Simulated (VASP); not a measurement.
**TiO2: single point with PBE+D3(BJ)**

The system is TiO2.

```
Ti O
1.0
     1.48620    0.85806    4.86926
    -1.48620    0.85806    4.86926
     0.00000   -1.71612    4.86926
Ti O
1 2
Direct
  0.00000 0.00000 0.00000
  0.60041 0.60041 0.60041
  0.39959 0.39959 0.39959
```

| Property | Result |
| --- | --- |
| Program | VASP 6.6.1 |
| Task | single point |
| Functional | PBE |
| Dispersion | D3(BJ) |
| Potentials or basis | VASP PAW PBE potentials, release 64 (Ti_sv, O) |
| Cutoff | 520 eV |
| k mesh | 12 × 12 × 12 |
| Occupations | gaussian, width 0.05 eV |
| Spin | no spin polarisation |
| Dipole correction | no |
| Further INCAR settings | ALGO = Normal; EDIFF = 1e-06; NBANDS = 19 |

```yaml
Pressure: 0.6 GPa
Largest_force: 0.058 eV/Å
Band_gap_on_the_k_mesh: 2.44 eV, indirect (least direct gap 2.80 eV)
Dispersion_energy_per_atom: -0.200 eV
```

Forces on the atoms (eV/Å):
```
Ti   0.000  0.000  0.000
O    0.000  0.000 -0.058
O    0.000  0.000  0.058
```

Stress tensor (GPa, compression positive):
```
0.84 0.00 0.00
0.00 0.84 0.00
0.00 0.00 0.24
```

Levels at points of the mesh, in eV from the valence-band top:
| k point | band 10 | band 11 | band 12 | band 13 | band 14 | band 15 |
| --- | --- | --- | --- | --- | --- | --- |
| (0.00, 0.00, 0.00) | -0.51 | -0.51 | -0.36 | 2.44 | 2.44 | 4.09 |
| (0.50, 0.00, 0.00) | -1.81 | -1.45 | -1.17 | 2.69 | 3.51 | 3.60 |
| (0.50, 0.50, 0.00) | -2.22 | -1.53 | -0.70 | 2.65 | 3.51 | 3.58 |
| (0.50, 0.50, 0.50) | -1.50 | -0.44 | -0.44 | 2.44 | 2.44 | 4.25 |

Run time: 2 min on 1 thread of Intel(R) Xeon(R) 6975P-C (Granite Rapids) (shared host), peak memory 0.32 GiB.

A k mesh can miss the band edges.
